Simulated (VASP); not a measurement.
# Cd (P6_3/mmc) in VASP: further runs, part 2 of 2

VASP 6.6.1. Earlier steps stand in the parts before.

**4. Single point, PBEsol**

This run uses another cell than the first one, of 22.45 Å³/atom, 1.040 times its volume.

Contents of INCAR:

```
  PREC = Accurate
  ENCUT = 520
  EDIFF = 1E-6
  ISMEAR = -1
  SIGMA = 0.05
  LREAL = F
  LASPH = T
  NELM = 60
  ALGO = Fast
  ISIF = 2
  LWAVE = F
  LCHARG = F
  GGA = PS
  NBANDS = 19
```

Contents of KPOINTS:

```
regular mesh
0
Gamma
  10 10 5
```

Contents of POSCAR:

```
Cd
1.0
    3.0180701533      0.0000000000      0.0000000000
   -1.5090350766      2.6137254232      0.0000000000
    0.0000000000      0.0000000000      5.6915749249
Cd
2
Direct
    0.6666666667      0.3333333333      0.7500000000
    0.3333333333      0.6666666667      0.2500000000
```

Potentials or basis: VASP PAW PBE potentials, release 64 (Cd).

Run with:

```bash
> cat potpaw_PBE.64/Cd/POTCAR > POTCAR
> mpirun -np 1 vasp_std > vasp.out
```

OUTCAR:

```text
PREC = Accurate
   ENCUT = 520
   EDIFF = 1E-6
   ISMEAR = -1
   LREAL = F
   LASPH = T
   NELM = 60
   ISIF = 2
   GGA = PS

 ion  position               nearest neighbor table
   1  0.667  0.333  0.750-   2 3.34   2 3.34   2 3.34   2 3.34   2 3.34   2 3.34
   2  0.333  0.667  0.250-   1 3.34   1 3.34   1 3.34   1 3.34   1 3.34   1 3.34

  LATTYP: Found a hexagonal cell.
 ALAT       =     3.0180701533
 C/A-ratio  =     1.8858325472

  Lattice vectors:

 A1 = (   3.0180701533,   0.0000000000,   0.0000000000)
 A2 = (  -1.5090350766,   2.6137254232,   0.0000000000)
 A3 = (   0.0000000000,   0.0000000000,   5.6915749249)

Analysis of symmetry for initial positions (statically):
=====================================================================
 Subroutine PRICEL returns:
 Original cell was already a primitive cell.

 Routine SETGRP: Setting up the symmetry group for a
 hexagonal supercell.

 Subroutine GETGRP returns: Found 24 space group operations
 (whereof 12 operations were pure point group operations)
 out of a pool of 24 trial point group operations.

The static configuration has the point symmetry D_3d.
 The point group associated with its full space group is D_6h.

Analysis of symmetry for dynamics (positions and initial velocities):
=====================================================================
 Subroutine PRICEL returns:
 Original cell was already a primitive cell.

 Routine SETGRP: Setting up the symmetry group for a
 hexagonal supercell.

 Subroutine GETGRP returns: Found 24 space group operations
 (whereof 12 operations were pure point group operations)
 out of a pool of 24 trial point group operations.

The dynamic configuration has the point symmetry D_3d.
 The point group associated with its full space group is D_6h.

 Subroutine INISYM returns: Found 24 space group operations
 (whereof 12 operations are pure point group operations),
 and found     1 'primitive' translations

----------------------------------------------------------------------------------------

                                     Primitive cell

  volume of cell :      44.8975

  direct lattice vectors                    reciprocal lattice vectors
     3.018070153  0.000000000  0.000000000     0.331337560  0.191297829  0.000000000
    -1.509035077  2.613725423  0.000000000     0.000000000  0.382595659  0.000000000
     0.000000000  0.000000000  5.691574925     0.000000000  0.000000000  0.175698293

  length of vectors
     3.018070153  3.018070153  5.691574925     0.382595659  0.382595659  0.175698293

  position of ions in fractional coordinates (direct lattice)
     0.666666667  0.333333333  0.750000000
     0.333333333  0.666666667  0.250000000

  ion indices of the primitive-cell ions
   primitive index   ion index
                 1           1
                 2           2

----------------------------------------------------------------------------------------

 KPOINTS: regular mesh

Automatic generation of k-mesh.
 Grid dimensions read from file:
 generate k-points for:   10   10    5

 Generating k-lattice:

  Cartesian coordinates                     Fractional coordinates (reciprocal lattice)
     0.033133756  0.019129783  0.000000000     0.100000000 -0.000000000  0.000000000
     0.000000000  0.038259566  0.000000000     0.000000000  0.100000000  0.000000000
     0.000000000  0.000000000  0.035139659     0.000000000  0.000000000  0.200000000

  Length of vectors
     0.038259566  0.038259566  0.035139659

  Shift w.r.t. Gamma in fractional coordinates (k-lattice)
     0.000000000  0.000000000  0.000000000

 Subroutine IBZKPT returns following result:
 ===========================================

 Found     42 irreducible k-points:

 Following reciprocal coordinates:
            Coordinates               Weight
  0.000000  0.000000  0.000000      1.000000
  0.100000  0.000000  0.000000      6.000000
  0.200000  0.000000  0.000000      6.000000
  0.300000  0.000000  0.000000      6.000000
  0.400000  0.000000  0.000000      6.000000
  0.500000  0.000000  0.000000      3.000000
[... 16 lines left out ...]
  0.300000  0.100000  0.200000     24.000000
  0.400000  0.100000  0.200000     24.000000
 [... further k-points ...]
   k-points           NKPTS =     42   k-points in BZ     NKDIM =     42   number of bands    NBANDS=     19
   number of dos      NEDOS =    301   number of ions     NIONS =      2
   total plane-waves  NPLWV =  24192
   dimension x,y,z NGX =    24 NGY =   24 NGZ =   42
   dimension x,y,z NGXF=    48 NGYF=   48 NGZF=   84
   ions per type =               2
   NGX,Y,Z   is equivalent  to a cutoff of  13.22, 13.22, 12.27 a.u.
   NGXF,Y,Z  is equivalent  to a cutoff of  26.44, 26.44, 24.54 a.u.
 SYSTEM =  unknown system
   PREC   = accura    normal or accurate (medium, high low for compatibility)
   ISTART =      0    job   : 0-new  1-cont  2-samecut
   ICHARG =      2    charge: 1-file 2-atom 10-const
   ISPIN  =      1    spin polarized calculation?
   LNONCOLLINEAR =      F non collinear calculations
   LSORBIT =      F    spin-orbit coupling
   LASPH  =      T    aspherical Exc in radial PAW
   ENCUT  =  520.0 eV  38.22 Ry    6.18 a.u.   5.61  5.61 10.58*2*pi/ulx,y,z
   NELM   =     60;   NELMIN=  2; NELMDL= -5     # of ELM steps
   EDIFF  = 0.1E-05   stopping-criterion for ELM
   LREAL  =      F    real-space projection
   EDIFFG = 0.1E-04   stopping-criterion for IOM
   NSW    =      0    number of steps for IOM
   IBRION =     -1    ionic relax: 0-MD 1-quasi-New 2-CG
   NFREE  =      0    steps in history (QN), initial steepest desc. (CG)
   ISIF   =      2    stress and relaxation
   ISYM   =      2    0-nonsym 1-usesym 2-fastsym
   POTIM  = 0.5000    time-step for ionic-motion
   TEBEG  =    0.0;   TEEND  =   0.0 temperature during run
   PSTRESS=    0.0 pullay stress
   NELECT =      24.0000    total number of electrons
   NUPDOWN=      -1.0000    fix difference up-down
   EMIN   =  10.00;   EMAX   =-10.00  energy-range for DOS
   EFERMI =   0.00;   METHOD = LEGACY
   ISMEAR =    -1;   SIGMA  =   0.05  broadening in eV -4-tet -1-fermi 0-gaus
   EFERMI_NEDOS =   21; number of points for ismear=-14 and -15
   IALGO  =     68    algorithm
   IMIX   =      4    mixing-type and parameters
     AMIX     =   0.40;   BMIX     =  1.00
     AMIX_MAG =   1.60;   BMIX_MAG =  1.00
  volume/ion in A,a.u.               =      22.45       151.49
  Fermi-wavevector in a.u.,A,eV,Ry     =   1.328632  2.510750 24.017856  1.765263
  Thomas-Fermi vector in A             =   2.457855
   LORBIT       =      0    0 simple, 1 ext, 2 COOP (PROOUT), +10 PAW based schemes
   GGA     = PS    functional components
   LHFCALC =     F    Hartree Fock is set to
   AEXX    =    0.0000 exact exchange contribution
   IVDW    =     0    specifies the selected vdW correction
   LEPSILON=     F    determine dielectric tensor
   LRPA    =     F    only Hartree local field effects (RPA)
 non-spin polarized calculation
 RMM-DIIS sequential band-by-band and
  energy-cutoff  :      520.00
  volume of cell :       44.90
 maximum number of plane-waves:      1228
 NGX is ok and might be reduce to    24
   NGX = 11   NGY = 11   NGZ = 21

 number of electron      23.9999991 magnetization

 Free energy of the ion-electron system (eV)
  ---------------------------------------------------
  ext. energy  EPLUGINS =         0.00000000
  ---------------------------------------------------
  free energy    TOTEN  =        -2.38602040 eV

  energy without entropy =       -2.38397849  energy(sigma->0) =       -2.38499944

 E-fermi :   2.3953     XC(G=0): -11.0031

 val. band max:        2.1780730533   @ k =   0.3000   0.2000   0.2000
 cond. band min:       2.4336880378   @ k =   0.3000   0.0000   0.0000
 fundamental gap:      0.2556149846
 Fermi energy:         2.3952715263

 k-point     1 :       0.0000    0.0000    0.0000
  band No.  band energies     occupation
      1      -7.1608      2.00000
      2      -6.9144      2.00000
      3      -6.5769      2.00000
      4      -6.5769      2.00000
      5      -6.5298      2.00000
      6      -6.5298      2.00000
[... 11 lines left out ...]
     18      16.9941      0.00000
     19      18.0137      0.00000

 k-point     2 :       0.1000    0.0000    0.0000
  band No.  band energies     occupation
      1      -7.0701      2.00000
      2      -6.8389      2.00000
      3      -6.6080      2.00000
      4      -6.5579      2.00000
      5      -6.4916      2.00000
      6      -6.4475      2.00000
[... 476 lines left out ...]
 k-point    24 :       0.4000    0.1000    0.2000
  band No.  band energies     occupation
      1      -7.1646      2.00000
      2      -7.0344      2.00000
      3      -6.9066      2.00000
      4      -6.6270      2.00000
      5      -6.3662      2.00000
      6      -6.1534      2.00000
[... 11 lines left out ...]
     18      12.2400      0.00000
     19      15.5237      0.00000

 [... further k-points ...]
[... 5 lines left out ...]
  --------------------------------------------------------------------------------------
  -------------------------------------------------------------------------------------
  Total       -0.8807956     -0.8807956     -0.8653805     -0.0000000     -0.0000000      0.0000000
  in kB      -31.4314168    -31.4314168    -30.8813253     -0.0000000     -0.0000000      0.0000000
  external PRESSURE =     -31.2480530 kB  Pullay stress =       0.0000000 kB

 VOLUME and BASIS-vectors are now :
 -----------------------------------------------------------------------------
  energy-cutoff  :      520.00
  volume of cell :       44.90
      direct lattice vectors                 reciprocal lattice vectors
     3.018070153  0.000000000  0.000000000     0.331337560  0.191297829  0.000000000
    -1.509035077  2.613725423  0.000000000     0.000000000  0.382595659  0.000000000
     0.000000000  0.000000000  5.691574925     0.000000000  0.000000000  0.175698293

 POSITION                                       TOTAL-FORCE (eV/Angst)
 -----------------------------------------------------------------------------------
      1.50904      0.87124      4.26868         0.000000     -0.000000      0.000000
     -0.00000      1.74248      1.42289        -0.000000      0.000000      0.000000
 -----------------------------------------------------------------------------------
    total drift:                                0.000000     -0.000000      0.000000

  FREE ENERGIE OF THE ION-ELECTRON SYSTEM (eV)
  ---------------------------------------------------
  free  energy   TOTEN  =        -2.3860203979 eV

  energy  without entropy=       -2.3839784889  energy(sigma->0) =       -2.38499944
```

OSZICAR:

```text
N       E                     dE             d eps       ncg     rms          rms(c)
DAV:   1     0.173849026657E+03    0.17385E+03   -0.13012E+04  1596   0.126E+03
DAV:   2     0.141818511648E+01   -0.17243E+03   -0.16645E+03  1644   0.332E+02
DAV:   3    -0.254162761832E+01   -0.39598E+01   -0.39524E+01  1829   0.576E+01
DAV:   4    -0.254878512532E+01   -0.71575E-02   -0.71569E-02  1797   0.224E+00
DAV:   5    -0.254880704354E+01   -0.21918E-04   -0.21918E-04  1757   0.121E-01    0.392E+00
RMM:   6    -0.239773596079E+01    0.15107E+00   -0.35214E-01  1607   0.542E+00    0.323E+00
RMM:   7    -0.238761627701E+01    0.10120E-01   -0.22343E-02  1661   0.104E+00    0.184E+00
RMM:   8    -0.238596651818E+01    0.16498E-02   -0.37408E-03  1715   0.813E-01    0.985E-02
RMM:   9    -0.238600045088E+01   -0.33933E-04   -0.20788E-04  1760   0.146E-01    0.348E-02
RMM:  10    -0.238602375630E+01   -0.23305E-04   -0.78903E-05  1726   0.116E-01    0.315E-02
RMM:  11    -0.238602041635E+01    0.33399E-05   -0.14363E-05  1778   0.352E-02    0.250E-03
RMM:  12    -0.238602039792E+01    0.18438E-07   -0.39226E-07  1094   0.657E-03
   1 F= -.23860204E+01 E0= -.23849994E+01  d E =-.204191E-02
```

stdout:

```text
POSCAR found type information on POSCAR Cd
 POSCAR found :  1 types and       2 ions
 scaLAPACK will be used
 -----------------------------------------------------------------------------
|                                                                             |
|                                                                             |
|     You enforced a specific xc type in the INCAR file but a different       |
|     I HOPE YOU KNOW WHAT YOU ARE DOING!                                     |
|                                                                             |
 -----------------------------------------------------------------------------

 LDA part: xc-table for (Slater+PW92), standard interpolation
 POSCAR, INCAR and KPOINTS ok, starting setup
 FFT: planning ... GRIDC
 FFT: planning ... GRID_SOFT
 FFT: planning ... GRID
 WAVECAR not read
 entering main loop
```

It took 19 s on 1 thread of Intel Xeon Platinum 8375C at 2.90GHz (Ice Lake), shared host; peak memory 0.17 GiB.

What came out:

```yaml
Free_energy: -2.3860 eV
Pressure: -3.1 GPa
Band_gap_on_the_k_mesh: zero (band 12 reaches 3.49 eV, above the bottom of band 13 at -0.38 eV)
```

Caveat: the PAW data sets were made with another functional, which shifts forces and pressure a little.

**5. Summary**

| cell | gap on the mesh (eV) | pressure (GPa) |
| --- | --- | --- |
| a = 2.979, b = 2.979, c = 5.618 Å, angles 90.0, 90.0, 120.0°, 2 atoms | none | -1.2 |
| a = 2.999, b = 2.999, c = 5.655 Å, angles 90.0, 90.0, 120.0°, 2 atoms | none | -2.3 |
| a = 3.018, b = 3.018, c = 5.692 Å, angles 90.0, 90.0, 120.0°, 2 atoms | none | -3.1 |

Alike in all rows: task single point; level PBEsol; potentials or basis VASP PAW PBE potentials, release 64 (Cd); no spin polarisation; k mesh 10 × 10 × 5; cutoff (eV) 520; smearing fermi-dirac 0.05 eV.

Caveats: the PAW data sets were made with another functional, which shifts forces and pressure a little.

Absolute energies hang on the potentials; compare differences alone.
